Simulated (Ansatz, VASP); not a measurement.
**One calculation of Ca5GeN2, two programs**

```
Ca Ge N
1.0
     2.35000   -6.92500    0.00000
     2.35000    6.92500    0.00000
     0.00000    0.00000    4.70000
Ca Ge N
5 1 2
Direct
  0.33500 0.66500 0.00000
  0.66500 0.33500 0.00000
  0.16500 0.83500 0.50000
  0.83500 0.16500 0.50000
  0.00000 0.00000 0.00000
  0.50000 0.50000 0.50000
  0.17000 0.83000 0.00000
  0.83000 0.17000 0.00000
```

Change from the starting cell: built by hand: Ca3GeN/Ca2N shear intergrowth (Cmmm, No. 65).

Alike in both runs: task relaxation of cell and atoms; functional PBE; k mesh 3 × 3 × 3; occupations gaussian, width 0.15 eV; no spin polarisation.

|  | VASP | Ansatz |
| --- | --- | --- |
| version | VASP 6.6.1 | Ansatz 0.2.0 |
| potentials or method | VASP PAW PBE potentials, release 64 (Ca_sv, Ge_d, N), cutoff 600 eV | scalar-relativistic, plane waves, PAW |
| valence electrons in the cell | 74 | 74 |

VASP gave:

```
gap on the k mesh at the Fermi level, each at its own relaxed structure (eV) : none
relaxed volume (Å³/atom)                                                     : 22.14
relaxed cell length with the largest relative difference (Å)                 : 7.760
```

Task: Estimate Ansatz's values.

Result: gap on the k mesh at the Fermi level, each at its own relaxed structure (eV): none; relaxed volume (Å³/atom): 21.86; relaxed cell length with the largest relative difference (Å): 7.699.

A gap of «none» marks a metal or a gap that the smearing closes.

The k mesh is coarse, so the values compare programs but aren't converged. Noted on VASP's run: the volume moved by over 15 % at a fixed basis, so the end points are rough.
